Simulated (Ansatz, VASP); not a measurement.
## Two plane-wave programs on C

```xyz
2
Lattice="2.4562 0.0000 0.0000 -1.2281 2.1271 0.0000 0.0000 0.0000 8.5238" Properties=species:S:1:pos:R:3 pbc="T T T"
C     0.0000    1.4181    0.0000
C     1.2461    0.7488    0.0109
```

Change from the starting cell: one atom moved.

Alike in both runs: task single point; functional PBEsol; k mesh 18 × 18 × 6; occupations gaussian, width 0.1 eV; no spin polarisation.

|  | VASP | Ansatz |
| --- | --- | --- |
| version | VASP 6.6.1 | Ansatz 0.2.0 |
| potentials or method | VASP PAW PBE potentials, release 64 (C), cutoff 520 eV | scalar-relativistic, plane waves, PAW |
| valence electrons in the cell | 8 | 8 |

```tsv
	VASP	Ansatz	Ansatz less VASP
gap on the k mesh at the Fermi level (eV)	0.58	0.58	0.000
least direct gap on the mesh (eV)	0.58	0.58	0.000
rms of the force components (eV/Å)	1.366	1.364	-0.0021
```

VASP's potentials were made for PBE, not for PBEsol. Atom by atom the forces differ by 0.002 eV/Å (rms over components).
